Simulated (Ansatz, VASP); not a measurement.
# Two plane-wave programs on MoS2

```
CELL_PARAMETERS angstrom
3.18507 0.00000 0.00000
-1.59253 2.75835 0.00000
0.00000 0.00000 14.80800
ATOMIC_POSITIONS crystal
Mo 0.66667 0.33333 0.25000
Mo 0.33333 0.66667 0.75000
S 0.66667 0.33333 0.64448
S 0.33333 0.66667 0.35552
S 0.66667 0.33333 0.85552
S 0.33333 0.66667 0.14448
```

Alike in both runs: functional PBE; k mesh 12 × 12 × 2; occupations gaussian, width 0.02 eV; no spin polarisation.

Ansatz relaxed the structure, and its values are those at the end. VASP's run is a single point on that final structure, the one shown.

|  | VASP | Ansatz |
| --- | --- | --- |
| version | VASP 6.6.1 | Ansatz 0.2.0 |
| potentials or method | VASP PAW PBE potentials, release 64 (Mo_sv, S), cutoff 520 eV | scalar-relativistic, plane waves, PAW |
| valence electrons in the cell | 52 | 52 |

```csv
,VASP,Ansatz,Ansatz less VASP
gap on the k mesh at the Fermi level (eV),1.46,1.45,-0.013
least direct gap on the mesh (eV),1.67,1.66,-0.004
pressure (GPa),-0.1,0.0,+0.10
rms of the force components (eV/Å),0.005,0.001,-0.0042
```
